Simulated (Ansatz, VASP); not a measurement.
Bi2Te2O: VASP beside Ansatz

```xyz
5
Lattice="-3.1008 3.1008 4.1030 3.1008 -3.1008 4.1030 3.1008 3.1008 -4.1030" Properties=species:S:1:pos:R:3 pbc="T T T"
Bi    0.0000    0.0000    6.4720
Bi    0.0000    0.0000    1.7340
Te    0.0000    0.0000    4.1030
Te    3.1008    0.0000    2.0515
O     0.0000    0.0000    0.0000
```

Alike in both runs: task single point; functional PBE; k mesh 4 × 4 × 4; occupations gaussian, width 0.1 eV; no spin polarisation.

```csv
,VASP,Ansatz
version,VASP 6.6.1,Ansatz 0.2.0
potentials or method,"VASP PAW PBE potentials, release 64 (Bi_d, Te, O), cutoff 520 eV","scalar-relativistic, plane waves, PAW"
valence electrons in the cell,48,68
```

|  | VASP | Ansatz | Ansatz less VASP |
| --- | --- | --- | --- |
| gap on the k mesh at the Fermi level (eV) | none | none | - |
| rms of the force components (eV/Å) | 2.052 | 2.163 | +0.1106 |

Atom by atom the forces differ by 0.111 eV/Å (rms over components). A gap of «none» marks a metal or a gap that the smearing closes. VASP's potentials hold 48 valence electrons a cell and Ansatz's 68, so a difference there can come from the potentials and not from the codes.

Neither program's run includes spin-orbit coupling.
